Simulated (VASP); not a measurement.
# Re (P-1) in VASP: single point with PBEsol

Aim: the single point of Re with PBEsol.

Everything below comes from runs of VASP 6.6.1. Logs are shortened: lines on timing, memory, paths and dates and some standing lists are left out, and cuts for length are marked.

**1. The cell of the first run**

The typed cell holds 2 atoms: a = 2.767 Å, b = 2.753 Å, c = 4.497 Å, α = 94.56°, β = 102.48°, γ = 119.49°.

**2. Single point, PBEsol (engineering shear strain xz -0.2200, engineering shear strain yz -0.2200)**

Input file INCAR:

```
PREC     = Accurate       # precision mode
ENCUT    = 520            # plane-wave cutoff, eV
EDIFF    = 1E-6           # SCF threshold, eV
ISMEAR   = 0              # smearing method
SIGMA    = 0.15           # smearing width, eV
LREAL    = F              # projectors in reciprocal space
LASPH    = T              # aspherical terms in the spheres
NELM     = 100            # most SCF steps
ALGO     = Normal         # electronic algorithm
ISIF     = 2              # what is computed and relaxed
LWAVE    = F              # write WAVECAR
LCHARG   = F              # write CHGCAR
GGA      = PS             # functional
NBANDS   = 14             # bands
```

Input file KPOINTS:

```
Automatic mesh
0
Gamma
  18 18 10
```

Input file POSCAR:

```
Re
1.0
    2.7502953086      0.0000000000     -0.3025324839
   -1.3751476543      2.3818256051     -0.1107345746
   -0.4887619256     -0.4887619256      4.4432902328
Re
2
Direct
    0.3333333333      0.6666666667      0.2500000000
    0.6666666667      0.3333333333      0.7500000000
```

Potentials or basis: VASP PAW PBE potentials, release 64 (Re).

Started as:

```sh
cat potpaw_PBE.64/Re/POTCAR > POTCAR
mpirun -np 1 vasp_std > vasp.out
```

OUTCAR:

```text
PREC = Accurate
   ENCUT = 520
   EDIFF = 1E-6
   ISMEAR = 0
   LREAL = F
   LASPH = T
   NELM = 100
   ISIF = 2
   GGA = PS

 ion  position               nearest neighbor table
   1  0.333  0.667  0.250-   2 2.35   2 2.46   2 2.65   2 2.85   2 3.03   2 3.12   2 3.34
   2  0.667  0.333  0.750-   1 2.35   1 2.46   1 2.65   1 2.85   1 3.03   1 3.12   1 3.34

  LATTYP: Found a triclinic cell.
 ALAT       =     8.8680955703
 B/A-ratio  =     0.7139763200
 C/A-ratio  =     1.3185137039
 COS(alpha) =     0.0013794016
 COS(beta)  =     0.5612479352
 COS(gamma) =     0.8272897331

  Lattice vectors:

 A1 = (  -3.1479191117,  -1.4043017539,  -8.1707809232)
 A2 = (  -5.0118286916,   0.4887619256,  -3.8382252650)
 A3 = (   6.4781144684,  -3.7861273590,  -8.9676438003)

Analysis of symmetry for initial positions (statically):
=====================================================================
 Subroutine PRICEL returns:
 Original cell was already a primitive cell.

 Routine SETGRP: Setting up the symmetry group for a
 triclinic supercell.

 Subroutine GETGRP returns: Found  2 space group operations
 (whereof  2 operations were pure point group operations)
 out of a pool of  2 trial point group operations.

The static configuration has the point symmetry S_2 .

Analysis of symmetry for dynamics (positions and initial velocities):
=====================================================================
 Subroutine PRICEL returns:
 Original cell was already a primitive cell.

 Routine SETGRP: Setting up the symmetry group for a
 triclinic supercell.

 Subroutine GETGRP returns: Found  2 space group operations
 (whereof  2 operations were pure point group operations)
 out of a pool of  2 trial point group operations.

The dynamic configuration has the point symmetry S_2 .

 Subroutine INISYM returns: Found  2 space group operations
 (whereof  2 operations are pure point group operations),
 and found     1 'primitive' translations

----------------------------------------------------------------------------------------

                                     Primitive cell

  volume of cell :      28.4024

  direct lattice vectors                    reciprocal lattice vectors
     2.750295309  0.000000000 -0.302532484     0.370709018  0.217034709  0.064651810
    -1.375147654  2.381825605 -0.110734575     0.005206125  0.425052145  0.047328410
    -0.488761926 -0.488761926  4.443290233     0.025370393  0.025370393  0.230639934

  length of vectors
     2.766884564  2.752523648  4.496732651     0.434406604  0.427710659  0.233413994

  position of ions in fractional coordinates (direct lattice)
     0.333333333  0.666666667  0.250000000
     0.666666667  0.333333333  0.750000000

  ion indices of the primitive-cell ions
   primitive index   ion index
                 1           1
                 2           2

----------------------------------------------------------------------------------------

 KPOINTS: Automatic mesh

Automatic generation of k-mesh.
 Grid dimensions read from file:
 generate k-points for:   18   18   10

 Generating k-lattice:

  Cartesian coordinates                     Fractional coordinates (reciprocal lattice)
     0.020594945  0.012057484  0.003591767     0.055555556 -0.000000000  0.000000000
     0.000289229  0.023614008  0.002629356     0.000000000  0.055555556  0.000000000
     0.002537039  0.002537039  0.023063993     0.000000000  0.000000000  0.100000000

  Length of vectors
     0.024133700  0.023761703  0.023341399

  Shift w.r.t. Gamma in fractional coordinates (k-lattice)
     0.000000000  0.000000000  0.000000000

 Subroutine IBZKPT returns following result:
 ===========================================

 Found   1624 irreducible k-points:

 Following reciprocal coordinates:
            Coordinates               Weight
  0.000000  0.000000  0.000000      1.000000
  0.055556  0.000000  0.000000      2.000000
  0.111111  0.000000  0.000000      2.000000
  0.166667  0.000000  0.000000      2.000000
  0.222222  0.000000  0.000000      2.000000
  0.277778  0.000000  0.000000      2.000000
[... 16 lines left out ...]
 -0.333333  0.055556  0.000000      2.000000
 -0.277778  0.055556 -0.000000      2.000000
 [... further k-points ...]
   k-points           NKPTS =   1624   k-points in BZ     NKDIM =   1624   number of bands    NBANDS=     14
   number of dos      NEDOS =    301   number of ions     NIONS =      2
   total plane-waves  NPLWV =  17280
   dimension x,y,z NGX =    24 NGY =   20 NGZ =   36
   dimension x,y,z NGXF=    48 NGYF=   40 NGZF=   72
   ions per type =               2
   NGX,Y,Z   is equivalent  to a cutoff of  14.42, 12.08, 13.31 a.u.
   NGXF,Y,Z  is equivalent  to a cutoff of  28.84, 24.16, 26.62 a.u.
 SYSTEM =  unknown system
   PREC   = accura    normal or accurate (medium, high low for compatibility)
   ISTART =      0    job   : 0-new  1-cont  2-samecut
   ICHARG =      2    charge: 1-file 2-atom 10-const
   ISPIN  =      1    spin polarized calculation?
   LNONCOLLINEAR =      F non collinear calculations
   LSORBIT =      F    spin-orbit coupling
   LASPH  =      T    aspherical Exc in radial PAW
   ENCUT  =  520.0 eV  38.22 Ry    6.18 a.u.   5.14  5.12  8.36*2*pi/ulx,y,z
   NELM   =    100;   NELMIN=  2; NELMDL= -5     # of ELM steps
   EDIFF  = 0.1E-05   stopping-criterion for ELM
   LREAL  =      F    real-space projection
   EDIFFG = 0.1E-04   stopping-criterion for IOM
   NSW    =      0    number of steps for IOM
   IBRION =     -1    ionic relax: 0-MD 1-quasi-New 2-CG
   NFREE  =      0    steps in history (QN), initial steepest desc. (CG)
   ISIF   =      2    stress and relaxation
   ISYM   =      2    0-nonsym 1-usesym 2-fastsym
   POTIM  = 0.5000    time-step for ionic-motion
   TEBEG  =    0.0;   TEEND  =   0.0 temperature during run
   PSTRESS=    0.0 pullay stress
   NELECT =      14.0000    total number of electrons
   NUPDOWN=      -1.0000    fix difference up-down
   EMIN   =  10.00;   EMAX   =-10.00  energy-range for DOS
   EFERMI =   0.00;   METHOD = LEGACY
   ISMEAR =     0;   SIGMA  =   0.15  broadening in eV -4-tet -1-fermi 0-gaus
   EFERMI_NEDOS =   21; number of points for ismear=-14 and -15
   IALGO  =     38    algorithm
   IMIX   =      4    mixing-type and parameters
     AMIX     =   0.40;   BMIX     =  1.00
     AMIX_MAG =   1.60;   BMIX_MAG =  1.00
  volume/ion in A,a.u.               =      14.20        95.83
  Fermi-wavevector in a.u.,A,eV,Ry     =   1.293201  2.443795 22.753947  1.672368
  Thomas-Fermi vector in A             =   2.424861
   LORBIT       =      0    0 simple, 1 ext, 2 COOP (PROOUT), +10 PAW based schemes
   GGA     = PS    functional components
   LHFCALC =     F    Hartree Fock is set to
   AEXX    =    0.0000 exact exchange contribution
   IVDW    =     0    specifies the selected vdW correction
   LEPSILON=     F    determine dielectric tensor
   LRPA    =     F    only Hartree local field effects (RPA)
 non-spin polarized calculation
 Gauss-broadening in eV      SIGMA  =   0.15
  energy-cutoff  :      520.00
  volume of cell :       28.40
 maximum number of plane-waves:       777
 NGX is ok and might be reduce to    24
   NGX = 11   NGY = 11   NGZ = 17

 number of electron      13.9999999 magnetization

 Free energy of the ion-electron system (eV)
  ---------------------------------------------------
  ext. energy  EPLUGINS =         0.00000000
  ---------------------------------------------------
  free energy    TOTEN  =       -25.49596675 eV

  energy without entropy =      -25.47453426  energy(sigma->0) =      -25.48525050

 E-fermi :   8.7688     XC(G=0): -13.9720

 val. band max:        8.7678781772   @ k =   0.0000  -0.3333   0.1000
 cond. band min:       8.7697429450   @ k =   0.0000   0.2778   0.4000
 fundamental gap:      0.0018647678
 Fermi energy:         8.7688141661

 k-point     1 :       0.0000    0.0000    0.0000
  band No.  band energies     occupation
      1      -1.9180      2.00000
      2       1.6486      2.00000
      3       5.2239      2.00000
      4       6.5655      2.00000
      5       6.7354      2.00000
      6       6.7745      2.00000
      7       7.3810      2.00000
      8       8.6349      1.79308
      9       9.4916      0.00000
     10       9.9576      0.00000
     11      10.1329      0.00000
     12      11.1432      0.00000
     13      20.4221      0.00000
     14      23.1383      0.00000

 k-point     2 :       0.0556    0.0000    0.0000
  band No.  band energies     occupation
      1      -1.7789      2.00000
      2       1.7415      2.00000
      3       5.2407      2.00000
      4       6.5282      2.00000
      5       6.6160      2.00000
      6       6.7854      2.00000
      7       7.4348      2.00000
      8       8.4440      1.99780
      9       8.8236      0.60574
     10      10.0426      0.00000
     11      10.8305      0.00000
     12      11.3640      0.00000
     13      20.3984      0.00000
     14      23.3183      0.00000

 k-point     3 :       0.1111    0.0000    0.0000
  band No.  band energies     occupation
      1      -1.3737      2.00000
      2       1.9948      2.00000
      3       5.1854      2.00000
      4       6.1371      2.00000
      5       6.4542      2.00000
      6       7.0375      2.00000
      7       7.5794      2.00000
      8       7.8992      2.00000
      9       8.4512      1.99725
     10       9.9271      0.00000
     11      11.4925      0.00000
     12      12.2120      0.00000
     13      20.3713      0.00000
     14      23.7763      0.00000
[... 324 lines left out ...]
 k-point    23 :      -0.3333    0.0556    0.0000
  band No.  band energies     occupation
      1       1.2426      2.00000
      2       2.7035      2.00000
      3       3.4103      2.00000
      4       5.2523      2.00000
      5       5.4443      2.00000
      6       6.8763      2.00000
      7       8.4558      1.99684
      8       9.4869      0.00000
      9      10.2909      0.00000
     10      10.7389      0.00000
     11      12.5535      0.00000
     12      15.2963      0.00000
     13      21.2590      0.00000
     14      21.9618      0.00000

 k-point    24 :      -0.2778    0.0556   -0.0000
  band No.  band energies     occupation
      1       0.5138      2.00000
      2       2.7759      2.00000
      3       3.8812      2.00000
      4       5.2666      2.00000
      5       5.8007      2.00000
      6       7.0280      2.00000
      7       7.7444      2.00000
      8       8.9135      0.17265
      9       9.5100      0.00000
     10       9.9918      0.00000
     11      12.2529      0.00000
     12      14.9109      0.00000
     13      20.7705      0.00000
     14      23.3038      0.00000

 [... further k-points ...]

------------------------ aborting loop because EDIFF is reached ----------------------------------------

  FORCE on cell =-STRESS in cart. coord.  units (eV):
  Direction    XX          YY          ZZ          XY          YZ          ZX
  --------------------------------------------------------------------------------------
  -------------------------------------------------------------------------------------
  Total        3.6793527      3.3830944      7.8916701     -1.3851543      4.5896952      4.2440440
  in kB      207.5521437    190.8402226    445.1688012    -78.1365003    258.9045256    239.4063551
  external PRESSURE =     281.1870559 kB  Pullay stress =       0.0000000 kB

 VOLUME and BASIS-vectors are now :
 -----------------------------------------------------------------------------
  energy-cutoff  :      520.00
  volume of cell :       28.40
      direct lattice vectors                 reciprocal lattice vectors
     2.750295309  0.000000000 -0.302532484     0.370709018  0.217034709  0.064651810
    -1.375147654  2.381825605 -0.110734575     0.005206125  0.425052145  0.047328410
    -0.488761926 -0.488761926  4.443290233     0.025370393  0.025370393  0.230639934

 POSITION                                       TOTAL-FORCE (eV/Angst)
 -----------------------------------------------------------------------------------
     -0.12219      1.46569      0.93616         1.874278     -0.144465      0.397198
      1.00858      0.42737      3.09387        -1.874278      0.144465     -0.397198
 -----------------------------------------------------------------------------------
    total drift:                               -0.000000      0.000000     -0.000000

  FREE ENERGIE OF THE ION-ELECTRON SYSTEM (eV)
  ---------------------------------------------------
  free  energy   TOTEN  =       -25.4959667458 eV

  energy  without entropy=      -25.4745342633  energy(sigma->0) =      -25.48525050
```

Wall time 5.6 min (1 thread of Intel Xeon Platinum 8488C (Sapphire Rapids), shared host); peak memory 0.64 GiB.

Results:

* Free energy: -25.4960 eV
* Pressure: 28.1 GPa
* Largest force: 1.921 eV/Å
* Band gap on the k mesh: zero (band 7 reaches 10.75 eV, above the bottom of band 8 at 7.54 eV)

Forces in eV/Å, atoms in the order of the input:
```
Re   1.874 -0.144  0.397
Re  -1.874  0.144 -0.397
```

Caveat: the cell differs from its parent crystal (engineering shear strain xz -0.2200, engineering shear strain yz -0.2200); the PAW data sets were made with another functional, which shifts forces and pressure a little; spin-orbit coupling is left out, which moves the levels of the heavy elements.
